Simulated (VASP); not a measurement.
Write the native input for VASP 6.6.1 that does the following.

| Quantity | Value |
| --- | --- |
| Task | single point |
| Functional | PBEsol |
| Potentials or basis | VASP PAW PBE potentials, release 64 (Ti_sv, Au) |
| Cutoff | 520 eV |
| k mesh | 10 × 10 × 10 |
| Occupations | fermi-dirac, width 0.08 eV |
| Spin | no spin polarisation |
| Dipole correction | no |
| Further INCAR settings | ALGO = Normal; EDIFF = 1e-06; NBANDS = 18 |

The structure of TiAu lies in POSCAR:

```
TiAu
1.0
    3.2648107106      0.0000000000      0.0000000000
    0.0000000000      3.2648107106      0.0000000000
    0.0000000000      0.0000000000      3.2648107106
Ti Au
1 1
Direct
    0.5000000000      0.5000000000      0.5000000000
    0.0000000000      0.0000000000      0.0000000000
```

This cell differs from its parent crystal: volume scaled by 1.01.

These files were run (other wordings do the same):

INCAR

```
SYSTEM = TiAu
PREC = Accurate ; ENCUT = 520
EDIFF = 1E-6 ; ISMEAR = -1
SIGMA = 0.08 ; LREAL = .FALSE.
LASPH = .TRUE. ; NELM = 60
ALGO = Normal ; ISIF = 2
LWAVE = .FALSE. ; LCHARG = .FALSE.
GGA = PS ; NBANDS = 18
```

KPOINTS

```
Automatic mesh
0
G
  10 10 10
  0 0 0
```

Potentials or basis: VASP PAW PBE potentials, release 64 (Ti_sv, Au).

Command:

```sh
$ cat potpaw_PBE.64/Ti_sv/POTCAR potpaw_PBE.64/Au/POTCAR > POTCAR
$ mpirun -np 1 vasp_std > vasp.out
```

It gave:

The pressure is -6.2 GPa.

Caveat: the PAW data sets were made with another functional, which shifts forces and pressure a little.

Run time: 12 s on 1 thread of Intel(R) Xeon(R) Platinum 8488C (Sapphire Rapids), on a shared host, peak memory 0.16 GiB.
